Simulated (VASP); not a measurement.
Al:

```
Al
1.0
     0.00000    2.02398    2.02398
     2.02398    0.00000    2.02398
     2.02398    2.02398    0.00000
Al
1
Direct
  0.00000 0.00000 0.00000
```

Base run:

| Property | Result |
| --- | --- |
| Program | VASP 6.6.1 |
| Functional | PBE |
| Potentials or basis | VASP PAW PBE potentials, release 64 (Al) |
| Cutoff | 520 eV |
| k mesh | 14 × 14 × 14 |
| Occupations | fermi-dirac, width 0.05 eV |
| Spin | no spin polarisation |

Its results: pressure -0.6 GPa.

**Question.** After a change of settings the same cell gave: pressure -2.1 GPa. Which change was it?
A. functional from PBE to r2SCAN; further incar settings from ALGO = Normal; EDIFF = 1e-06; NBANDS = 8 to ALGO = Normal; EDIFF = 1e-08; NBANDS = 8
B. functional from PBE to PBEsol
C. functional from PBE to LDA; potentials or basis from VASP PAW PBE potentials, release 64 (Al) to VASP PAW LDA potentials, release 64 (Al)
D. functional from PBE to r2SCAN; cutoff from 520 eV to 550 eV

**Answer.** B.

PBEsol binds more tightly than PBE, so the same cell stands under less pressure.

Caveats: the PAW data sets were made with another functional, which shifts forces and pressure a little (some runs).
